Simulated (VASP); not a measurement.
Set up this calculation in VASP 6.6.1, as the native input.

```yaml
Task: single point
Functional: PBE
Potentials_or_basis: VASP PAW PBE potentials, release 64 (Cs_sv, I)
Cutoff: 500 eV
k_mesh: 2 × 2 × 2
Occupations: gaussian, width 0.01 eV
Spin: no spin polarisation
Dipole_correction: no
Further_INCAR_settings: ALGO = Normal; EDIFF = 1e-06; NBANDS = 15
```

The structure of CsI lies in POSCAR:

```
CsI
1.0
    4.6081405142      0.0000000000      0.0000000000
    0.0000000000      4.6081405142      0.0000000000
    0.0000000000      0.0000000000      4.6081405142
Cs I
1 1
Direct
    0.0000000000      0.0000000000      0.0000000000
    0.5000000000      0.5000000000      0.5000000000
```

One way to write it, as run:

INCAR

```
  ALGO = Normal
  EDIFF = 1E-6
  ENCUT = 500
  GGA = PE
  GGA_COMPAT = False
  ISIF = 2
  ISMEAR = 0
  LASPH = True
  LCHARG = False
  LREAL = False
  LWAVE = False
  NBANDS = 15
  NELM = 120
  PREC = Accurate
  SIGMA = 0.01
```

KPOINTS

```
k-points
0
Gamma
  2 2 2
```

Potentials or basis: VASP PAW PBE potentials, release 64 (Cs_sv, I).

Command:

```sh
$ cat potpaw_PBE.64/Cs_sv/POTCAR potpaw_PBE.64/I/POTCAR > POTCAR
$ mpirun -np 1 vasp_std > vasp.out
```

It gave:

The pressure is 1.3 GPa. The band gap on the k mesh is 3.73 eV, indirect (least direct gap 3.82 eV).

Caveat: the k points lie up to 0.68 Å⁻¹ apart; spin-orbit coupling is left out, which moves the levels of the heavy elements.

Run time: 6 s on 1 thread of Intel(R) Xeon(R) Platinum 8375C CPU @ 2.90GHz (Ice Lake), on a shared host, peak memory 0.19 GiB.
